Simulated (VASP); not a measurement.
Here is a VASP 6.6.1 calculation.

Contents of INCAR:

```
PREC     = Accurate       # precision mode
ENCUT    = 520            # plane-wave cutoff, eV
EDIFF    = 1E-6           # SCF threshold, eV
ISMEAR   = 0              # smearing method
SIGMA    = 0.02           # smearing width, eV
LREAL    = F              # projectors in reciprocal space
LASPH    = T              # aspherical terms in the spheres
NELM     = 80             # most SCF steps
ALGO     = Normal         # electronic algorithm
ISIF     = 2              # what is computed and relaxed
LWAVE    = F              # write WAVECAR
LCHARG   = F              # write CHGCAR
GGA      = PE             # functional
IBRION   = 2              # ionic algorithm
NSW      = 60             # ionic steps
EDIFFG   = -0.008         # ionic threshold
```

The input KPOINTS:

```
regular mesh
0
Gamma
  12 12 6
```

File POSCAR:

```
ZnO
1.0
    3.2793907632      0.0000000000      0.0000000000
   -1.6396953816      2.8400357098      0.0000000000
    0.0000000000      0.0000000000      5.6108271595
Zn O
2 2
Direct
    0.6666666667      0.3333333333      0.5045691826
    0.3333333333      0.6666666667      0.0045691826
    0.6666666667      0.3333333333      0.8757408174
    0.3333333333      0.6666666667      0.3757408174
```

Potentials or basis: VASP PAW PBE potentials, release 64 (Zn, O).

The run is started by

```sh
$ cat potpaw_PBE.64/Zn/POTCAR potpaw_PBE.64/O/POTCAR > POTCAR
$ mpirun -np 1 vasp_std > vasp.out
```

(1) Estimate the band gap on the k mesh.

(2) Predict the energy gained by relaxing.

Results:

(1) 0.54 eV.

(2) 0.3 meV/atom.

Caveat: the cell differs from its parent crystal (strain along c alone, the other axes held: +6.0 %); semilocal functionals underestimate gaps, and a narrow one can read as zero.
